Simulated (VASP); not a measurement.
The system is Mg.

```
Mg
1.0
    -1.82413    1.82413    1.72816
     1.82413   -1.82413    1.72816
     1.82413    1.82413   -1.72816
Mg
1
Direct
  0.00000 0.00000 0.00000
```

```yaml
Program: VASP 6.6.1
Task: relaxation of cell and atoms
Functional: LDA
Potentials_or_basis: VASP PAW LDA potentials, release 64 (Mg)
Cutoff: 600 eV
k_mesh: 16 × 16 × 16
Occupations: fermi-dirac, width 0.15 eV
Spin: no spin polarisation
```

At the start: pressure -2.4 GPa; volume 23.00 Å³/atom.

Task: Where does the relaxation end?

Result: Over 20 steps the energy falls by 12.1 meV/atom and the volume is 21.45 Å³/atom (-6.8 %); space group I4/mmm (No. 139, to 0.1 Å) before, Im-3m (No. 229, to 0.1 Å).

Step by step:
```tsv
step	energy change (eV)	largest force (eV/Å)	pressure (GPa)	volume (Å³)
1	0.0000	0.0000	-2.37	23.00
2	-0.0110	0.0000	-0.74	21.89
3	-0.0120	0.0000	-0.03	21.48
4	-0.0120	0.0000	0.02	21.46
5	-0.0120	0.0000	0.01	21.47
6	-0.0120	0.0000	-0.01	21.48
7	-0.0120	0.0000	-0.01	21.48
8	-0.0120	0.0000	-0.01	21.48
9	-0.0120	0.0000	-0.02	21.47
10	-0.0120	0.0000	-0.01	21.47
11	-0.0120	0.0000	-0.01	21.46
12	-0.0121	0.0000	0.02	21.44
13	-0.0120	0.0000	0.16	21.37
14	-0.0121	0.0000	0.06	21.41
15	-0.0121	0.0000	0.05	21.42
16	-0.0121	0.0000	0.02	21.44
17	-0.0121	0.0000	0.01	21.44
18	-0.0121	0.0000	0.01	21.44
19	-0.0121	0.0000	0.01	21.44
20	-0.0121	0.0000	0.00	21.45
```

Final structure:
```cif
data_structure
_symmetry_space_group_name_H-M 'P 1'
_symmetry_Int_Tables_number 1
_cell_length_a 3.0316
_cell_length_b 3.0316
_cell_length_c 3.0316
_cell_angle_alpha 109.536
_cell_angle_beta 109.536
_cell_angle_gamma 109.342
_cell_volume 21.45
loop_
_atom_site_label
_atom_site_type_symbol
_atom_site_fract_x
_atom_site_fract_y
_atom_site_fract_z
_atom_site_occupancy
Mg1 Mg 0.00000 0.00000 0.00000 1
```
